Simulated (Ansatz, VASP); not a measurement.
Two plane-wave programs on ZnS

```xyz
12
Lattice="3.7876 0.0000 0.0000 0.0000 5.3565 0.0000 0.0000 0.0000 24.4691" Properties=species:S:1:pos:R:3 pbc="T T T"
Zn    1.8938    2.3827    7.9451
Zn    0.0000    0.0875    9.2921
Zn    1.8938    2.7495   11.3322
Zn    0.0000    0.0713   13.1368
Zn    1.8938    2.7658   15.1770
Zn    0.0000   -0.2956   16.5240
S     0.0000    1.3298    7.3552
S     1.8938    4.1007    9.4249
S     0.0000    1.4019   11.2511
S     1.8938    4.0801   13.2180
S     0.0000    1.4224   15.0442
S     1.8938    4.0081   17.1139
```

Alike in both runs: functional PBEsol; k mesh 7 × 5 × 1; occupations gaussian, width 0.05 eV; no spin polarisation.

Ansatz relaxed the structure, and its values are those at the end. VASP's run is a single point on that final structure, the one shown.

|  | VASP | Ansatz |
| --- | --- | --- |
| version | VASP 6.6.1 | Ansatz 0.2.0 |
| potentials or method | VASP PAW PBE potentials, release 64 (Zn, S), cutoff 520 eV | scalar-relativistic, plane waves, PAW |
| valence electrons in the cell | 108 | 108 |

```csv
,VASP,Ansatz,Ansatz less VASP
gap on the k mesh at the Fermi level (eV),2.37,2.35,-0.012
least direct gap on the mesh (eV),2.37,2.35,-0.012
rms of the force components (eV/Å),0.008,0.005,-0.0025
```

VASP's potentials were made for PBE, not for PBEsol. The functional is the same, so the differences come from potentials, cutoffs and numerics.
